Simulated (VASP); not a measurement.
Runs of VASP 6.6.1 on SnTe. The structure is that of space group F-43m (No. 216), or close to it. The cells are those of the table. 

```csv
task,level,cell,k mesh,cutoff (eV),grid for exact exchange (PRECFOCK),share of exact exchange,screening parameter,gap on the mesh (eV),pressure (GPa)
single point,r2SCAN,"a = 4.469 Å, angles 60.0°, 2 atoms",7 × 7 × 7,520,-,-,-,none,(a)
single point,r2SCAN+rVV10,"a = 5.032 Å, angles 60.0°, 2 atoms",7 × 7 × 7,520,-,-,-,0.24,(b)
relaxation of cell and atoms,HSE06,"relaxed from a = 5.107 Å, angles 60.0°, 2 atoms",4 × 4 × 4,600,Normal,0.25,0.2079 1/Å,0.26,0.0
single point,r2SCAN,"a = 5.068 Å, angles 60.0°, 2 atoms",7 × 7 × 7,520,-,-,-,(c),0.0
single point,HSE06,"a = 5.207 Å, angles 60.0°, 2 atoms",4 × 4 × 4,520,Normal,0.25,0.2079 1/Å,0.55,(d)
single point,HSE06,"a = 5.174 Å, angles 60.0°, 2 atoms",4 × 4 × 4,520,Normal,0.25,0.2079 1/Å,0.49,-1.6
single point,r2SCAN+D3(BJ),"a = 5.107 Å, angles 60.0°, 2 atoms",7 × 7 × 7,520,-,-,-,0.40,-1.0
single point,r2SCAN,"a = 4.826 Å, angles 60.0°, 2 atoms",7 × 7 × 7,520,-,-,-,none,5.0
single point,PBE0,"a = 5.038 Å, angles 60.0°, 2 atoms",4 × 4 × 4,520,Normal,0.25,-,0.84,0.3
single point,r2SCAN+D3(BJ),"a = 5.046 Å, angles 60.0°, 2 atoms",7 × 7 × 7,520,-,-,-,0.31,0.0
single point,PBE0,"a = 5.003 Å, angles 60.0°, 2 atoms",4 × 4 × 4,520,Normal,0.25,-,0.76,0.9
```

Alike in all rows: potentials or basis VASP PAW PBE potentials, release 64 (Te, Sn_d); no spin polarisation; smearing fermi-dirac 0.05 eV.

Fill in the values left out.

(a) 20.0; (b) 0.1; (c) 0.34; (d) -2.0.

Caveats: the PAW data sets were made with another functional, which shifts forces and pressure a little; spin-orbit coupling is left out, which moves the levels of the heavy elements; semilocal functionals underestimate gaps, and a narrow one can read as zero (at least some runs); an odd mesh through Γ misses points on the zone boundary, where band edges can lie (at least some runs); the cell stands under pressure (at least some runs); three body term missing (at least some runs).

A k mesh can miss the band edges, and the runs leave out spin-orbit coupling on Sn, Te.

A gap of «none» marks levels without a gap at the run's occupations.
